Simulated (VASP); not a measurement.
Write the native input for VASP 6.6.1 that does the following.

| Item | Value |
| --- | --- |
| Task | single point |
| Functional | HSE06 |
| Potentials or basis | VASP PAW PBE potentials, release 64 (In_d, P) |
| Cutoff | 520 eV |
| k mesh | 4 × 4 × 4 |
| Occupations | fermi-dirac, width 0.05 eV |
| Spin | no spin polarisation |
| Dipole correction | no |
| Grid for exact exchange (PRECFOCK) | Normal |
| Further INCAR settings | ALGO = Normal; EDIFF = 1e-06; NBANDS = 16 |
| Screening parameter | 0.2079 1/Å |

Crystal: InP.

```
In P
1.0
     0.00000    2.96906    2.96906
     2.96906    0.00000    2.96906
     2.96906    2.96906    0.00000
In P
1 1
Direct
  0.00000 0.00000 0.00000
  0.75000 0.75000 0.75000
```

One way to write it, as run:

POSCAR

```
InP
1.0
    0.0000000000      2.9690636329      2.9690636329
    2.9690636329      0.0000000000      2.9690636329
    2.9690636329      2.9690636329      0.0000000000
In P
1 1
Direct
    0.0000000000      0.0000000000      0.0000000000
    0.7500000000      0.7500000000      0.7500000000
```

INCAR.step1

```
SYSTEM = InP
PREC = Accurate
ENCUT = 520
EDIFF = 1E-5
ISMEAR = -1
SIGMA = 0.05
LREAL = .False.
LASPH = .True.
NELM = 60
ALGO = Normal
ISIF = 2
LWAVE = .True.
NBANDS = 16
GGA = PE
```

INCAR.step2

```
SYSTEM = InP
PREC = Accurate
ENCUT = 520
EDIFF = 1E-6
ISMEAR = -1
SIGMA = 0.05
LREAL = .False.
LASPH = .True.
NELM = 60
ALGO = Normal
ISIF = 2
LWAVE = .False.
LCHARG = .True.
GGA = PE
LHFCALC = .True.
HFSCREEN = 0.2079
PRECFOCK = Normal
LELF = .True.
LVHAR = .True.
NBANDS = 16
ISTART = 1
```

KPOINTS

```
Automatic mesh
0
Gamma
  4 4 4
  0 0 0
```

Potentials or basis: VASP PAW PBE potentials, release 64 (In_d, P).

The run is started by

```bash
$ cat potpaw_PBE.64/In_d/POTCAR potpaw_PBE.64/P/POTCAR > POTCAR
$ cp INCAR.step1 INCAR
$ mpirun -np 1 vasp_std > vasp.out
$ cp INCAR.step2 INCAR
$ mpirun -np 1 vasp_std > vasp.out
```

Results of the run:

```
Pressure               : -1.2 GPa
Band gap on the k mesh : 1.29 eV, direct
```

Caveat: the k points lie up to 0.46 Å⁻¹ apart; the PAW data sets were made with another functional, which shifts forces and pressure a little; spin-orbit coupling is left out, which moves the levels of the heavy elements.

It took 9 min on 1 thread of Intel(R) Xeon(R) Platinum 8375C CPU @ 2.90GHz (Ice Lake), with other jobs on the host, peak memory 0.28 GiB.
